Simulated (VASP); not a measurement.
# Cu in VASP: single point with PBEsol

Aim: the single point of Cu with PBEsol.

Program: VASP 6.6.1. These are calculated values, not measurements. Logs are shortened: lines on timing, memory, paths and dates and some standing lists are left out, and cuts for length are marked.

### Step 1. The cell of the first run

The cell holds a slab with vacuum, 11 atoms: a = 7.967 Å, b = 6.666 Å, c = 23.273 Å, α = 90.00°, β = 90.00°, γ = 162.98°.

### Step 2. Single point, PBEsol

INCAR

```
SYSTEM = Cu
PREC = Accurate
ENCUT = 520
EDIFF = 1E-6
ISMEAR = 1
SIGMA = 0.1
LREAL = .False.
LASPH = .True.
NELM = 120
ALGO = Normal
ISIF = 2
LWAVE = .False.
LCHARG = .False.
LDIPOL = .True.
IDIPOL = 3
DIPOL = 0.5 0.5 0.500
GGA = PS
NBANDS = 72
GGA_COMPAT = .False.
NELMDL = -8
```

KPOINTS

```
regular mesh
0
Gamma
  7 7 1
  0 0 0
```

POSCAR

```
Cu
1.0
    7.9674482420      0.0000000000      0.0000000000
   -6.3739585930      1.9516182740      0.0000000000
    0.0000000000      0.0000000000     23.2732518790
Cu
11
Direct
    0.0000000000      0.0000000000      0.3437422515
    0.8333333333      0.1666666667      0.3749938012
    0.6666666667      0.3333333333      0.4062453509
    0.5000000000      0.5000000000      0.4374969006
    0.3333333333      0.6666666667      0.4687484503
    0.1666666667      0.8333333333      0.5000000000
    1.0000000000      1.0000000000      0.5312515497
    0.8333333333      0.1666666667      0.5625030994
    0.6666666667      0.3333333333      0.5937546491
    0.5000000000      0.5000000000      0.6250061988
    0.3333333333      0.6666666667      0.6562577485
```

Potentials or basis: VASP PAW PBE potentials, release 64 (Cu).

Command:

```bash
> cat potpaw_PBE.64/Cu/POTCAR > POTCAR
> mpirun -np 1 vasp_std > vasp.out
```

OUTCAR:

```text
SYSTEM = Cu
   PREC = Accurate
   ENCUT = 520
   EDIFF = 1E-6
   ISMEAR = 1
   LREAL = .False.
   LASPH = .True.
   NELM = 120
   ISIF = 2
   GGA = PS
   NELMDL = -8

 ion  position               nearest neighbor table
   1  0.000  0.000  0.344-   2 2.52   4 2.52   4 2.52   3 2.52   2 2.52
   2  0.833  0.167  0.375-   3 2.52   3 2.52   1 2.52   5 2.52   5 2.52   4 2.52   1 2.52
   3  0.667  0.333  0.406-   5 2.52   2 2.52   2 2.52   4 2.52   6 2.52   6 2.52   1 2.52   4 2.52

   4  0.500  0.500  0.437-   5 2.52   3 2.52   7 2.52   7 2.52   1 2.52   1 2.52   6 2.52   2 2.52
                             5 2.52   3 2.52
   5  0.333  0.667  0.469-   3 2.52   6 2.52   6 2.52   4 2.52   8 2.52   2 2.52   2 2.52   8 2.52
                             7 2.52   4 2.52
   6  0.167  0.833  0.500-   8 2.52   5 2.52   5 2.52   7 2.52   3 2.52   3 2.52   9 2.52   9 2.52
                             4 2.52   7 2.52
   7  0.000  0.000  0.531-   8 2.52   6 2.52  10 2.52   4 2.52   4 2.52  10 2.52   9 2.52   5 2.52
                             8 2.52   6 2.52
   8  0.833  0.167  0.563-   6 2.52   9 2.52   9 2.52   7 2.52   5 2.52   5 2.52  11 2.52  11 2.52
                            10 2.52   7 2.52
   9  0.667  0.333  0.594-  11 2.52   8 2.52   8 2.52  10 2.52   6 2.52   6 2.52   7 2.52  10 2.52

  10  0.500  0.500  0.625-  11 2.52   9 2.52   7 2.52   7 2.52   8 2.52   9 2.52  11 2.52
  11  0.333  0.667  0.656-   9 2.52  10 2.52   8 2.52   8 2.52  10 2.52

  Warning from LATTYP: Monoclinic adjustment (A1->A3, A2->A1, A3->A2)!
  LATTYP: Found a simple orthorhombic cell.
 ALAT       =     2.5195283584
 B/A-ratio  =     2.4494897422
 C/A-ratio  =     9.2371462307

  Lattice vectors:

 A1 = (   1.5934896490,   1.9516182740,   0.0000000000)
 A2 = (  -4.7804689440,   3.9032365480,   0.0000000000)
 A3 = (   0.0000000000,   0.0000000000,  23.2732518790)

Analysis of symmetry for initial positions (statically):
=====================================================================
 Subroutine PRICEL returns:
 Original cell was already a primitive cell.

 Routine SETGRP: Setting up the symmetry group for a
 simple orthorhombic supercell.

 Subroutine GETGRP returns: Found  4 space group operations
 (whereof  2 operations were pure point group operations)
 out of a pool of  8 trial point group operations.

The static configuration has the point symmetry C_1h.
 The point group associated with its full space group is C_2h.

Analysis of symmetry for dynamics (positions and initial velocities):
=====================================================================
 Subroutine PRICEL returns:
 Original cell was already a primitive cell.

 Routine SETGRP: Setting up the symmetry group for a
 simple orthorhombic supercell.

 Subroutine GETGRP returns: Found  4 space group operations
 (whereof  2 operations were pure point group operations)
 out of a pool of  8 trial point group operations.

The dynamic configuration has the point symmetry C_1h.
 The point group associated with its full space group is C_2h.

 Subroutine INISYM returns: Found  4 space group operations
 (whereof  2 operations are pure point group operations),
 and found     1 'primitive' translations

----------------------------------------------------------------------------------------

                                     Primitive cell

  volume of cell :     361.8855

  direct lattice vectors                    reciprocal lattice vectors
     7.967448242  0.000000000  0.000000000     0.125510699  0.409916227  0.000000000
    -6.373958593  1.951618274  0.000000000     0.000000000  0.512395284  0.000000000
     0.000000000  0.000000000 23.273251879     0.000000000  0.000000000  0.042967781

  length of vectors
     7.967448242  6.666045457 23.273251879     0.428700652  0.512395284  0.042967781

  position of ions in fractional coordinates (direct lattice)
     0.000000000  0.000000000  0.343742251
     0.833333333  0.166666667  0.374993801
     0.666666667  0.333333333  0.406245351
     0.500000000  0.500000000  0.437496901
     0.333333333  0.666666667  0.468748450
     0.166666667  0.833333333  0.500000000
     0.000000000  0.000000000  0.531251550
     0.833333333  0.166666667  0.562503099
     0.666666667  0.333333333  0.593754649
     0.500000000  0.500000000  0.625006199
     0.333333333  0.666666667  0.656257749

  ion indices of the primitive-cell ions
   primitive index   ion index
                 1           1
                 2           2
                 3           3
                 4           4
                 5           5
                 6           6
                 7           7
                 8           8
                 9           9
                10          10
                11          11

----------------------------------------------------------------------------------------

 KPOINTS: regular mesh

Automatic generation of k-mesh.
 Grid dimensions read from file:
 generate k-points for:    7    7    1

 Generating k-lattice:

  Cartesian coordinates                     Fractional coordinates (reciprocal lattice)
     0.017930100  0.058559461  0.000000000     0.142857143 -0.000000000  0.000000000
     0.000000000  0.073199326  0.000000000     0.000000000  0.142857143  0.000000000
     0.000000000  0.000000000  0.042967781     0.000000000  0.000000000  1.000000000

  Length of vectors
     0.061242950  0.073199326  0.042967781

  Shift w.r.t. Gamma in fractional coordinates (k-lattice)
     0.000000000  0.000000000  0.000000000

 Subroutine IBZKPT returns following result:
 ===========================================

 Found     16 irreducible k-points:

 Following reciprocal coordinates:
            Coordinates               Weight
  0.000000  0.000000  0.000000      1.000000
  0.142857  0.000000  0.000000      4.000000
  0.285714 -0.000000  0.000000      4.000000
  0.428571 -0.000000  0.000000      4.000000
  0.000000  0.142857  0.000000      4.000000
  0.142857  0.142857  0.000000      4.000000
[... 8 lines left out ...]
  0.142857  0.428571  0.000000      2.000000
 -0.428571  0.428571  0.000000      2.000000
   k-points           NKPTS =     16   k-points in BZ     NKDIM =     16   number of bands    NBANDS=     72
   number of dos      NEDOS =    301   number of ions     NIONS =     11
   total plane-waves  NPLWV = 540000
   dimension x,y,z NGX =    60 NGY =   50 NGZ =  180
   dimension x,y,z NGXF=   120 NGYF=  100 NGZF=  360
   ions per type =              11
   NGX,Y,Z   is equivalent  to a cutoff of  12.52, 12.47, 12.86 a.u.
   NGXF,Y,Z  is equivalent  to a cutoff of  25.04, 24.94, 25.72 a.u.
 SYSTEM =  Cu
   PREC   = accura    normal or accurate (medium, high low for compatibility)
   ISTART =      0    job   : 0-new  1-cont  2-samecut
   ICHARG =      2    charge: 1-file 2-atom 10-const
   ISPIN  =      1    spin polarized calculation?
   LNONCOLLINEAR =      F non collinear calculations
   LSORBIT =      F    spin-orbit coupling
   LASPH  =      T    aspherical Exc in radial PAW
   ENCUT  =  520.0 eV  38.22 Ry    6.18 a.u.  14.81 12.39 43.27*2*pi/ulx,y,z
   NELM   =    120;   NELMIN=  2; NELMDL= -8     # of ELM steps
   EDIFF  = 0.1E-05   stopping-criterion for ELM
   LREAL  =      F    real-space projection
   EDIFFG = 0.1E-04   stopping-criterion for IOM
   NSW    =      0    number of steps for IOM
   IBRION =     -1    ionic relax: 0-MD 1-quasi-New 2-CG
   NFREE  =      0    steps in history (QN), initial steepest desc. (CG)
   ISIF   =      2    stress and relaxation
   ISYM   =      2    0-nonsym 1-usesym 2-fastsym
   POTIM  = 0.5000    time-step for ionic-motion
   TEBEG  =    0.0;   TEEND  =   0.0 temperature during run
   PSTRESS=    0.0 pullay stress
   NELECT =     121.0000    total number of electrons
   NUPDOWN=      -1.0000    fix difference up-down
   EMIN   =  10.00;   EMAX   =-10.00  energy-range for DOS
   EFERMI =   0.00;   METHOD = LEGACY
   ISMEAR =     1;   SIGMA  =   0.10  broadening in eV -4-tet -1-fermi 0-gaus
   EFERMI_NEDOS =   21; number of points for ismear=-14 and -15
   IALGO  =     38    algorithm
   IMIX   =      4    mixing-type and parameters
     AMIX     =   0.40;   BMIX     =  1.00
     AMIX_MAG =   1.60;   BMIX_MAG =  1.00
  volume/ion in A,a.u.               =      32.90       222.01
  Fermi-wavevector in a.u.,A,eV,Ry     =   1.136265  2.147229 17.566451  1.291098
  Thomas-Fermi vector in A             =   2.272970
   LORBIT       =      0    0 simple, 1 ext, 2 COOP (PROOUT), +10 PAW based schemes
   GGA     = PS    functional components
   LHFCALC =     F    Hartree Fock is set to
   AEXX    =    0.0000 exact exchange contribution
   IVDW    =     0    specifies the selected vdW correction
   LEPSILON=     F    determine dielectric tensor
   LRPA    =     F    only Hartree local field effects (RPA)
 non-spin polarized calculation
 Methfessel and Paxton  Order N= 1 SIGMA  =   0.10
  energy-cutoff  :      520.00
  volume of cell :      361.89
 maximum number of plane-waves:      9801
   NGX = 29   NGY = 25   NGZ = 87

 number of electron     121.0000002 magnetization

 dipolmoment           0.000000      0.000000     -0.000001 electrons x Angstroem

 Free energy of the ion-electron system (eV)
  ---------------------------------------------------
  ext. energy  EPLUGINS =         0.00000000
  ---------------------------------------------------
  free energy    TOTEN  =       -43.83880997 eV

  energy without entropy =      -43.83677041  energy(sigma->0) =      -43.83813012

 E-fermi :  -0.2953     XC(G=0):  -5.4006

 val. band max:       -0.3083085794   @ k =  -0.4286   0.4286   0.0000
 cond. band min:      -0.2710804034   @ k =  -0.1429   0.2857   0.0000
 fundamental gap:      0.0372281761
 Fermi energy:        -0.2953340911

 k-point     1 :       0.0000    0.0000    0.0000
  band No.  band energies     occupation
      1      -9.4330      2.00000
      2      -7.9555      2.00000
      3      -6.2798      2.00000
      4      -6.1131      2.00000
      5      -5.9292      2.00000
      6      -5.3426      2.00000
[... 64 lines left out ...]
     71       4.4124      0.00000
     72       5.1393      0.00000

 k-point     2 :       0.1429    0.0000    0.0000
  band No.  band energies     occupation
      1      -8.8536      2.00000
      2      -7.4149      2.00000
      3      -6.3663      2.00000
      4      -5.7353      2.00000
      5      -5.3281      2.00000
      6      -5.2604      2.00000
[... 64 lines left out ...]
     71       4.9118      0.00000
     72       5.6804      0.00000

 k-point     3 :       0.2857   -0.0000    0.0000
  band No.  band energies     occupation
      1      -7.2693      2.00000
      2      -6.0780      2.00000
      3      -6.0019      2.00000
      4      -5.2326      2.00000
      5      -4.8673      2.00000
      6      -4.6959      2.00000
[... 964 lines left out ...]
     71       5.4257      0.00000
     72       6.1948      0.00000

 k-point    16 :      -0.4286    0.4286    0.0000
  band No.  band energies     occupation
      1      -8.6989      2.00000
      2      -8.1350      2.00000
      3      -7.3353      2.00000
      4      -6.7156      2.00000
      5      -5.8197      2.00000
      6      -5.5599      2.00000
[... 64 lines left out ...]
     71       4.7760      0.00000
     72       4.8078      0.00000

------------------------ aborting loop because EDIFF is reached ----------------------------------------

 vacuum level on the upper side and lower side of the slab       (xc-potential included)        -0.134        -0.134

  FORCE on cell =-STRESS in cart. coord.  units (eV):
  Direction    XX          YY          ZZ          XY          YZ          ZX
  --------------------------------------------------------------------------------------
  -------------------------------------------------------------------------------------
  Total       -3.9238438     -3.9546882     -2.0222078     -0.0755531      0.0002094     -0.0002564
  in kB      -17.3720511    -17.5086087     -8.9529295     -0.3344966      0.0009269     -0.0011351
  external PRESSURE =     -14.6111964 kB  Pullay stress =       0.0000000 kB

 VOLUME and BASIS-vectors are now :
 -----------------------------------------------------------------------------
  energy-cutoff  :      520.00
  volume of cell :      361.89
      direct lattice vectors                 reciprocal lattice vectors
     7.967448242  0.000000000  0.000000000     0.125510699  0.409916227  0.000000000
    -6.373958593  1.951618274  0.000000000     0.000000000  0.512395284  0.000000000
     0.000000000  0.000000000 23.273251879     0.000000000  0.000000000  0.042967781

 POSITION                                       TOTAL-FORCE (eV/Angst)
 -----------------------------------------------------------------------------------
      0.00000      0.00000      8.00000        -0.079127      0.064607      0.515558
      5.57721      0.32527      8.72733         0.045034     -0.036770      0.023159
      3.18698      0.65054      9.45465         0.035663     -0.029118     -0.282886
      0.79674      0.97581     10.18198         0.075438     -0.061595     -0.241183
     -1.59349      1.30108     10.90930        -0.041823      0.034148     -0.010080
     -3.98372      1.62635     11.63663         0.000000      0.000000     -0.000000
      0.00000      0.00000     12.36395         0.041823     -0.034148      0.010080
      5.57721      0.32527     13.09128        -0.075438      0.061595      0.241183
      3.18698      0.65054     13.81860        -0.035663      0.029118      0.282886
      0.79674      0.97581     14.54593        -0.045034      0.036770     -0.023159
     -1.59349      1.30108     15.27325         0.079127     -0.064607     -0.515558
 -----------------------------------------------------------------------------------
    total drift:                                0.000009     -0.000019     -0.000140

  FREE ENERGIE OF THE ION-ELECTRON SYSTEM (eV)
  ---------------------------------------------------
  free  energy   TOTEN  =       -43.8388099708 eV

  energy  without entropy=      -43.8367704145  energy(sigma->0) =      -43.83813012

 vacuum level on the upper side and lower side of the slab         4.250         4.250
```

Wall time 66 min (1 thread of Intel Xeon 8259CL, shared host); peak memory 1.1 GiB.

Results:

| Quantity | Value |
| --- | --- |
| Free energy | -43.8388 eV |
| Largest force | 0.526 eV/Å |
| Band gap on the k mesh | zero (an odd number of electrons rules out a gap without spin polarisation) |

Forces in eV/Å, atoms in the order of the input:
```
Cu  -0.079  0.065  0.516
Cu   0.045 -0.037  0.023
Cu   0.036 -0.029 -0.283
Cu   0.075 -0.062 -0.241
Cu  -0.042  0.034 -0.010
Cu   0.000  0.000  0.000
Cu   0.042 -0.034  0.010
Cu  -0.075  0.062  0.241
Cu  -0.036  0.029  0.283
Cu  -0.045  0.037 -0.023
Cu   0.079 -0.065 -0.516
```

Levels at points of the mesh, in eV from the Fermi level:
| k point | band 59 | band 60 | band 61 | band 62 | band 63 | band 64 |
| --- | --- | --- | --- | --- | --- | --- |
| (0.00, 0.00, 0.00) | -1.35 | -1.33 | -1.17 | -0.95 | -0.66 | 0.47 |

Caveat: the PAW data sets were made with another functional, which shifts forces and pressure a little.
